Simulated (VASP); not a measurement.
# MnO (Fm-3m) in VASP: further runs

MnO is run at these levels: PBE; tasks: single point.

Program: VASP 6.6.1. These are calculated values, not measurements. Logs are shortened: lines on timing, memory, paths and dates and some standing lists are left out, and cuts for length are marked.

## (1) The cell of the first run

It takes space group Fm-3m (No. 225, cubic). The conventional cell has a = 4.446 Å, b = 4.446 Å, c = 4.446 Å, α = 90.00°, β = 90.00°, γ = 90.00°. Mn (site symmetry m-3m) has 6 O at 2.22 Å within 2.9 Å. O (site symmetry m-3m) has 6 Mn at 2.22 Å within 2.9 Å.

## (2) Single point, PBE

INCAR

```
ALGO = Normal
EDIFF = 1E-6
ENCUT = 600
GGA = PE
GGA_COMPAT = F
ISIF = 2
ISMEAR = -1
LASPH = T
LCHARG = T
LELF = T
LREAL = F
LVHAR = T
LWAVE = F
NBANDS = 16
NELM = 120
PREC = Accurate
SIGMA = 0.15
```

KPOINTS

```
k-points
0
Gamma
  8 8 8
```

POSCAR

```
MnO
1.0
    0.0000000000      2.2229500000      2.2229500000
    2.2229500000      0.0000000000      2.2229500000
    2.2229500000      2.2229500000      0.0000000000
Mn O
1 1
Direct
    0.0000000000      0.0000000000      0.0000000000
    0.5000000000      0.5000000000      0.5000000000
```

Potentials or basis: VASP PAW PBE potentials, release 64 (Mn_pv, O).

Command:

```console
$ cat potpaw_PBE.64/Mn_pv/POTCAR potpaw_PBE.64/O/POTCAR > POTCAR
$ mpirun -np 1 vasp_std > vasp.out
```

OUTCAR:

```text
EDIFF = 1E-6
   ENCUT = 600
   GGA = PE
   ISIF = 2
   ISMEAR = -1
   LASPH = T
   LREAL = F
   NELM = 120
   PREC = Accurate

 ion  position               nearest neighbor table
   1  0.000  0.000  0.000-   2 2.22   2 2.22   2 2.22   2 2.22   2 2.22   2 2.22
   2  0.500  0.500  0.500-   1 2.22   1 2.22   1 2.22   1 2.22   1 2.22   1 2.22

  LATTYP: Found a face centered cubic cell.
 ALAT       =     4.4459000000

  Lattice vectors:

 A1 = (   0.0000000000,   2.2229500000,   2.2229500000)
 A2 = (   2.2229500000,   0.0000000000,   2.2229500000)
 A3 = (   2.2229500000,   2.2229500000,   0.0000000000)

Analysis of symmetry for initial positions (statically):
=====================================================================
 Subroutine PRICEL returns:
 Original cell was already a primitive cell.

 Routine SETGRP: Setting up the symmetry group for a
 face centered cubic supercell.

 Subroutine GETGRP returns: Found 48 space group operations
 (whereof 48 operations were pure point group operations)
 out of a pool of 48 trial point group operations.

The static configuration has the point symmetry O_h .

Analysis of symmetry for dynamics (positions and initial velocities):
=====================================================================
 Subroutine PRICEL returns:
 Original cell was already a primitive cell.

 Routine SETGRP: Setting up the symmetry group for a
 face centered cubic supercell.

 Subroutine GETGRP returns: Found 48 space group operations
 (whereof 48 operations were pure point group operations)
 out of a pool of 48 trial point group operations.

The dynamic configuration has the point symmetry O_h .

 Subroutine INISYM returns: Found 48 space group operations
 (whereof 48 operations are pure point group operations),
 and found     1 'primitive' translations

----------------------------------------------------------------------------------------

                                     Primitive cell

  volume of cell :      21.9694

  direct lattice vectors                    reciprocal lattice vectors
     0.000000000  2.222950000  2.222950000    -0.224926337  0.224926337  0.224926337
     2.222950000  0.000000000  2.222950000     0.224926337 -0.224926337  0.224926337
     2.222950000  2.222950000  0.000000000     0.224926337  0.224926337 -0.224926337

  length of vectors
     3.143726038  3.143726038  3.143726038     0.389583843  0.389583843  0.389583843

  position of ions in fractional coordinates (direct lattice)
     0.000000000  0.000000000  0.000000000
     0.500000000  0.500000000  0.500000000

  ion indices of the primitive-cell ions
   primitive index   ion index
                 1           1
                 2           2

----------------------------------------------------------------------------------------

 KPOINTS: k-points

Automatic generation of k-mesh.
 Grid dimensions read from file:
 generate k-points for:    8    8    8

 Generating k-lattice:

  Cartesian coordinates                     Fractional coordinates (reciprocal lattice)
    -0.028115792  0.028115792  0.028115792     0.125000000  0.000000000  0.000000000
     0.028115792 -0.028115792  0.028115792     0.000000000  0.125000000  0.000000000
     0.028115792  0.028115792 -0.028115792     0.000000000  0.000000000  0.125000000

  Length of vectors
     0.048697980  0.048697980  0.048697980

  Shift w.r.t. Gamma in fractional coordinates (k-lattice)
     0.000000000  0.000000000  0.000000000

 Subroutine IBZKPT returns following result:
 ===========================================

 Found     29 irreducible k-points:

 Following reciprocal coordinates:
            Coordinates               Weight
  0.000000  0.000000  0.000000      1.000000
  0.125000  0.000000  0.000000      8.000000
  0.250000  0.000000  0.000000      8.000000
  0.375000  0.000000  0.000000      8.000000
  0.500000  0.000000  0.000000      4.000000
  0.125000  0.125000  0.000000      6.000000
[... 16 lines left out ...]
  0.500000  0.250000  0.125000     48.000000
 -0.375000  0.250000  0.125000     24.000000
 [... further k-points ...]
   k-points           NKPTS =     29   k-points in BZ     NKDIM =     29   number of bands    NBANDS=     16
   number of dos      NEDOS =    301   number of ions     NIONS =      2
   total plane-waves  NPLWV =  21952
   dimension x,y,z NGX =    28 NGY =   28 NGZ =   28
   dimension x,y,z NGXF=    56 NGYF=   56 NGZF=   56
   ions per type =               1   1
   NGX,Y,Z   is equivalent  to a cutoff of  14.81, 14.81, 14.81 a.u.
   NGXF,Y,Z  is equivalent  to a cutoff of  29.61, 29.61, 29.61 a.u.
 SYSTEM =  unknown system
   PREC   = accura    normal or accurate (medium, high low for compatibility)
   ISTART =      0    job   : 0-new  1-cont  2-samecut
   ICHARG =      2    charge: 1-file 2-atom 10-const
   ISPIN  =      1    spin polarized calculation?
   LNONCOLLINEAR =      F non collinear calculations
   LSORBIT =      F    spin-orbit coupling
   LASPH  =      T    aspherical Exc in radial PAW
   ENCUT  =  600.0 eV  44.10 Ry    6.64 a.u.   6.28  6.28  6.28*2*pi/ulx,y,z
   NELM   =    120;   NELMIN=  2; NELMDL= -5     # of ELM steps
   EDIFF  = 0.1E-05   stopping-criterion for ELM
   LREAL  =      F    real-space projection
   EDIFFG = 0.1E-04   stopping-criterion for IOM
   NSW    =      0    number of steps for IOM
   IBRION =     -1    ionic relax: 0-MD 1-quasi-New 2-CG
   NFREE  =      0    steps in history (QN), initial steepest desc. (CG)
   ISIF   =      2    stress and relaxation
   ISYM   =      2    0-nonsym 1-usesym 2-fastsym
   POTIM  = 0.5000    time-step for ionic-motion
   TEBEG  =    0.0;   TEEND  =   0.0 temperature during run
   PSTRESS=    0.0 pullay stress
   NELECT =      19.0000    total number of electrons
   NUPDOWN=      -1.0000    fix difference up-down
   EMIN   =  10.00;   EMAX   =-10.00  energy-range for DOS
   EFERMI =   0.00;   METHOD = LEGACY
   ISMEAR =    -1;   SIGMA  =   0.15  broadening in eV -4-tet -1-fermi 0-gaus
   EFERMI_NEDOS =   21; number of points for ismear=-14 and -15
   IALGO  =     38    algorithm
   IMIX   =      4    mixing-type and parameters
     AMIX     =   0.40;   BMIX     =  1.00
     AMIX_MAG =   1.60;   BMIX_MAG =  1.00
  volume/ion in A,a.u.               =      10.98        74.13
  Fermi-wavevector in a.u.,A,eV,Ry     =   1.559743  2.947487 33.100223  2.432798
  Thomas-Fermi vector in A             =   2.663057
   LORBIT       =      0    0 simple, 1 ext, 2 COOP (PROOUT), +10 PAW based schemes
   GGA     = PE    functional components
   LHFCALC =     F    Hartree Fock is set to
   AEXX    =    0.0000 exact exchange contribution
   IVDW    =     0    specifies the selected vdW correction
   LEPSILON=     F    determine dielectric tensor
   LRPA    =     F    only Hartree local field effects (RPA)
 non-spin polarized calculation
  energy-cutoff  :      600.00
  volume of cell :       21.97
 maximum number of plane-waves:       754
 NGX is ok and might be reduce to    28
   NGX = 13   NGY = 13   NGZ = 13

 number of electron      18.9999995 magnetization

 Free energy of the ion-electron system (eV)
  ---------------------------------------------------
  ext. energy  EPLUGINS =         0.00000000
  ---------------------------------------------------
  free energy    TOTEN  =       -14.49348323 eV

  energy without entropy =      -14.04542476  energy(sigma->0) =      -14.26945400

 E-fermi :   7.0379     XC(G=0): -12.0081

 val. band max:        7.0293849681   @ k =   0.5000   0.2500   0.1250
 cond. band min:       7.0393124654   @ k =   0.5000   0.1250   0.0000
 fundamental gap:      0.0099274973
 Fermi energy:         7.0379471398

 k-point     1 :       0.0000    0.0000    0.0000
  band No.  band energies     occupation
      1     -41.0608      2.00000
      2     -41.0608      2.00000
      3     -41.0608      2.00000
      4     -13.1336      2.00000
      5       3.2997      2.00000
      6       3.2997      2.00000
[... 8 lines left out ...]
     15      24.3952      0.00000
     16      24.3952      0.00000

 k-point     2 :       0.1250    0.0000    0.0000
  band No.  band energies     occupation
      1     -41.0710      2.00000
      2     -41.0621      2.00000
      3     -41.0621      2.00000
      4     -13.0123      2.00000
      5       2.4105      2.00000
      6       2.9307      2.00000
[... 8 lines left out ...]
     15      23.8417      0.00000
     16      23.8417      0.00000

 k-point     3 :       0.2500    0.0000    0.0000
  band No.  band energies     occupation
      1     -41.0955      2.00000
      2     -41.0651      2.00000
      3     -41.0651      2.00000
      4     -12.7049      2.00000
      5       0.9284      2.00000
      6       2.2769      2.00000
[... 8 lines left out ...]
     15      22.1426      0.00000
     16      22.1426      0.00000

 k-point     4 :       0.3750    0.0000    0.0000
  band No.  band energies     occupation
      1     -41.1198      2.00000
      2     -41.0682      2.00000
      3     -41.0682      2.00000
      4     -12.3728      2.00000
      5      -0.2236      2.00000
      6       1.7819      2.00000
[... 8 lines left out ...]
     15      20.5751      0.00000
     16      20.5751      0.00000

 k-point     5 :       0.5000    0.0000    0.0000
  band No.  band energies     occupation
      1     -41.1299      2.00000
      2     -41.0695      2.00000
      3     -41.0695      2.00000
      4     -12.2265      2.00000
      5      -0.6556      2.00000
      6       1.6037      2.00000
[... 8 lines left out ...]
     15      19.9662      0.00000
     16      19.9662      0.00000

 k-point     6 :       0.1250    0.1250    0.0000
  band No.  band energies     occupation
      1     -41.0703      2.00000
      2     -41.0645      2.00000
      3     -41.0645      2.00000
      4     -12.9774      2.00000
      5       2.0511      2.00000
      6       3.0234      2.00000
[... 8 lines left out ...]
     15      23.1215      0.00000
     16      23.1215      0.00000

 k-point     7 :       0.2500    0.1250    0.0000
  band No.  band energies     occupation
      1     -41.0884      2.00000
      2     -41.0683      2.00000
      3     -41.0670      2.00000
      4     -12.7462      2.00000
      5       1.0973      2.00000
      6       2.4379      2.00000
[... 8 lines left out ...]
     15      21.3189      0.00000
     16      22.1119      0.00000

 k-point     8 :       0.3750    0.1250    0.0000
  band No.  band energies     occupation
      1     -41.1115      2.00000
      2     -41.0714      2.00000
      3     -41.0712      2.00000
      4     -12.4371      2.00000
      5       0.1566      2.00000
      6       1.7808      2.00000
[... 8 lines left out ...]
     15      19.7773      0.00000
     16      20.9589      0.00000

 k-point     9 :       0.5000    0.1250    0.0000
  band No.  band energies     occupation
      1     -41.1254      2.00000
      2     -41.0753      2.00000
      3     -41.0719      2.00000
      4     -12.2333      2.00000
      5      -0.3940      2.00000
      6       1.4924      2.00000
[... 8 lines left out ...]
     15      18.9428      0.00000
     16      20.2793      0.00000
[... 172 lines left out ...]
 k-point    19 :       0.5000    0.3750    0.0000
  band No.  band energies     occupation
      1     -41.1183      2.00000
      2     -41.0888      2.00000
      3     -41.0835      2.00000
      4     -12.2594      2.00000
      5       0.4099      2.00000
      6       1.8902      2.00000
[... 8 lines left out ...]
     15      17.8803      0.00000
     16      21.4366      0.00000

 k-point    20 :      -0.3750    0.3750    0.0000
  band No.  band energies     occupation
      1     -41.1120      2.00000
      2     -41.1005      2.00000
      3     -41.0803      2.00000
      4     -12.1961      2.00000
      5       0.6919      2.00000
      6       0.9649      2.00000
[... 8 lines left out ...]
     15      16.1382      0.00000
     16      21.2084      0.00000

 k-point    21 :       0.5000    0.5000    0.0000
  band No.  band energies     occupation
      1     -41.1225      2.00000
      2     -41.0860      2.00000
      3     -41.0859      2.00000
      4     -12.2636      2.00000
      5       0.3868      2.00000
      6       2.3655      2.00000
[... 8 lines left out ...]
     15      18.6775      0.00000
     16      21.5912      0.00000

 k-point    22 :       0.3750    0.2500    0.1250
  band No.  band energies     occupation
      1     -41.1008      2.00000
      2     -41.0779      2.00000
      3     -41.0693      2.00000
      4     -12.5276      2.00000
      5       0.5161      2.00000
      6       2.0809      2.00000
[... 8 lines left out ...]
     15      18.7409      0.00000
     16      21.8704      0.00000

 k-point    23 :       0.5000    0.2500    0.1250
  band No.  band energies     occupation
      1     -41.1140      2.00000
      2     -41.0849      2.00000
      3     -41.0732      2.00000
      4     -12.2995      2.00000
      5       0.1096      2.00000
      6       1.5610      2.00000
[... 8 lines left out ...]
     15      17.8297      0.00000
     16      20.8367      0.00000

 k-point    24 :      -0.3750    0.2500    0.1250
  band No.  band energies     occupation
      1     -41.1198      2.00000
      2     -41.0868      2.00000
      3     -41.0754      2.00000
      4     -12.2019      2.00000
      5      -0.0369      2.00000
      6       1.3147      2.00000
[... 8 lines left out ...]
     15      17.6265      0.00000
     16      20.3644      0.00000

 [... further k-points ...]
[... 5 lines left out ...]
  --------------------------------------------------------------------------------------
  -------------------------------------------------------------------------------------
  Total       -4.2968311     -4.2968311     -4.2968311      0.0000000      0.0000000     -0.0000000
  in kB     -313.3572780   -313.3572780   -313.3572780      0.0000000      0.0000000     -0.0000000
  external PRESSURE =    -313.3572780 kB  Pullay stress =       0.0000000 kB

 VOLUME and BASIS-vectors are now :
 -----------------------------------------------------------------------------
  energy-cutoff  :      600.00
  volume of cell :       21.97
      direct lattice vectors                 reciprocal lattice vectors
     0.000000000  2.222950000  2.222950000    -0.224926337  0.224926337  0.224926337
     2.222950000  0.000000000  2.222950000     0.224926337 -0.224926337  0.224926337
     2.222950000  2.222950000  0.000000000     0.224926337  0.224926337 -0.224926337

 POSITION                                       TOTAL-FORCE (eV/Angst)
 -----------------------------------------------------------------------------------
      0.00000      0.00000      0.00000         0.000000     -0.000000      0.000000
      2.22295      2.22295      2.22295        -0.000000      0.000000     -0.000000
 -----------------------------------------------------------------------------------
    total drift:                                0.000000      0.000000      0.000000

  FREE ENERGIE OF THE ION-ELECTRON SYSTEM (eV)
  ---------------------------------------------------
  free  energy   TOTEN  =       -14.4934832281 eV

  energy  without entropy=      -14.0454247641  energy(sigma->0) =      -14.26945400
```

Run time: 22 s. Hardware: 1 thread of Intel Xeon Platinum 8375C at 2.90GHz (Ice Lake), shared host; peak memory 0.16 GiB.

What came out:

| Item | Value |
| --- | --- |
| Free energy | -14.4935 eV |
| Pressure | -31.3 GPa |

Levels at points of the mesh, in eV from the Fermi level:
| k point | band 7 | band 8 | band 9 | band 10 | band 11 | band 12 | band 13 | band 14 |
| --- | --- | --- | --- | --- | --- | --- | --- | --- |
| (0.00, 0.00, 0.00) | -3.74 | -1.14 | -1.14 | -1.14 | -0.59 | -0.59 | 0.37 | 14.86 |
| (0.50, 0.00, 0.00) | -5.43 | -0.15 | -0.15 | 0.01 | 1.72 | 1.72 | 4.37 | 8.51 |
| (0.50, 0.50, 0.00) | -4.67 | -2.32 | -0.11 | 0.14 | 0.18 | 0.18 | 6.28 | 8.39 |

Caveat: an odd number of electrons without spin polarisation forces a metal; a magnetic or distorted state may lie lower; the run has no spin polarisation, though such a crystal can be magnetic; semilocal functionals often make such compounds metallic where correlation or magnetic order opens a gap, which also shifts bond lengths. With open d or f shells a metallic result of PBE can be an artefact of self-interaction; +U or a hybrid may open a gap.

## (3) Single point, PBE

INCAR

```
PREC = Accurate
ENCUT = 600
EDIFF = 1E-6
ISMEAR = -1
SIGMA = 0.1
LREAL = F
LASPH = T
NELM = 120
ALGO = Normal
ISIF = 2
LWAVE = F
LCHARG = F
GGA = PE
NBANDS = 16
GGA_COMPAT = F
```

KPOINTS

```
regular mesh
0
Gamma
  8 8 8
```

POSCAR is that of step 2.

Potentials or basis: VASP PAW PBE potentials, release 64 (Mn_pv, O).

Command:

```console
$ cat potpaw_PBE.64/Mn_pv/POTCAR potpaw_PBE.64/O/POTCAR > POTCAR
$ mpirun -np 1 vasp_std > vasp.out
```

Wall time 29 s (1 thread of Intel Xeon Platinum 8375C at 2.90GHz (Ice Lake), shared host); peak memory 0.16 GiB.

The run converged. Its results:

```yaml
Free_energy: -14.3603 eV
Pressure: -32.6 GPa
```

Levels at points of the mesh, in eV from the Fermi level:
| k point | band 8 | band 9 | band 10 | band 11 | band 12 | band 13 |
| --- | --- | --- | --- | --- | --- | --- |
| (0.00, 0.00, 0.00) | -1.14 | -1.14 | -1.14 | -0.58 | -0.58 | 0.38 |
| (0.50, 0.00, 0.00) | -0.15 | -0.15 | 0.01 | 1.72 | 1.72 | 4.38 |
| (0.50, 0.50, 0.00) | -2.31 | -0.11 | 0.15 | 0.19 | 0.19 | 6.29 |

Caveat: an odd number of electrons without spin polarisation forces a metal; a magnetic or distorted state may lie lower; the run has no spin polarisation, though such a crystal can be magnetic; semilocal functionals often make such compounds metallic where correlation or magnetic order opens a gap, which also shifts bond lengths. Spin polarisation is off, so any magnetic state and its effect on volume and gap are missing.
